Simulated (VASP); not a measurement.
Input of a VASP 6.6.1 run:

INCAR

```
SYSTEM = SiNi
  PREC = Accurate
  ENCUT = 600
  EDIFF = 1E-6
  ISMEAR = -1
  SIGMA = 0.1
  LREAL = .FALSE.
  LASPH = .TRUE.
  NELM = 100
  ALGO = Normal
  ISIF = 3
  LWAVE = .FALSE.
  LCHARG = .FALSE.
  GGA = PE
  IBRION = 2
  NSW = 60
  EDIFFG = -0.005
  PSTRESS = 300.0
```

File KPOINTS:

```
Automatic mesh
0
G
  15 15 14
  0 0 0
```

The input POSCAR:

```
SiNi
1.0
    2.9995990688      0.0000000000      0.0000000000
   -1.4997995344      2.5977289947      0.0000000000
    0.0000000000      0.0000000000      2.9396070874
Ni Si
1 1
Direct
    0.0000000000      0.0000000000      0.0000000000
    0.3333333333      0.6666666667      0.5000000000
```

Potentials or basis: VASP PAW PBE potentials, release 64 (Ni, Si).

Run with:

```sh
$ cat potpaw_PBE.64/Ni/POTCAR potpaw_PBE.64/Si/POTCAR > POTCAR
$ mpirun -np 1 vasp_std > vasp.out
```

Task: Predict the relaxed volume.

Result: 10.28 Å³/atom.

Task: What does it give for the band gap on the k mesh?

Result: Zero (bands 7 and 8 overlap by 1.84 eV).

Step by step:
```tsv
step	energy change (eV)	largest force (eV/Å)	pressure (GPa)	volume (Å³)
1	0.0000	0.0000	19.75	22.91
2	0.5079	0.0000	52.69	20.56
3	0.1313	0.0000	29.77	22.05
4	0.1348	0.0000	30.04	22.03
5	0.1370	0.0000	30.09	22.01
6	0.1384	0.0000	30.18	21.92
7	0.1217	0.0000	30.30	21.73
8	0.0296	0.0000	30.51	21.24
9	0.1062	0.0000	38.80	19.90
10	0.0112	0.0000	34.89	20.30
11	0.0347	0.0000	35.98	20.17
12	0.0299	0.0000	35.41	20.19
13	0.0248	0.0000	34.70	20.22
14	0.0185	0.0000	34.23	20.24
15	0.0000	0.0000	33.08	20.33
16	-0.0349	0.0000	30.75	20.51
17	-0.0446	0.0000	30.04	20.56
18	-0.0433	0.0000	30.04	20.55
19	-0.0420	0.0000	30.14	20.54
20	-0.0421	0.0000	29.85	20.54
21	-0.0422	0.0000	29.86	20.54
22	-0.0423	0.0000	30.28	20.54
23	-0.0426	0.0000	30.14	20.55
24	-0.0438	0.0000	30.08	20.55
25	-0.0456	0.0000	29.89	20.56
26	-0.0446	0.0000	29.94	20.56
27	-0.0443	0.0000	29.99	20.55
28	-0.0442	0.0000	30.15	20.55
29	-0.0451	0.0000	29.96	20.56
30	-0.0450	0.0000	30.23	20.56
31	-0.0451	0.0000	29.67	20.56
32	-0.0451	0.0000	30.07	20.56
33	-0.0451	0.0000	29.87	20.56
34	-0.0444	0.0000	29.97	20.56
35	-0.0441	0.0000	30.01	20.55
```

Caveat: the cell is relaxed towards a set pressure, so the run minimises the enthalpy, not the energy; a cell axis changed by over 15 % at a fixed basis, so the end point is rough. Spin polarisation is off, so any magnetic state and its effect on volume and gap are missing.
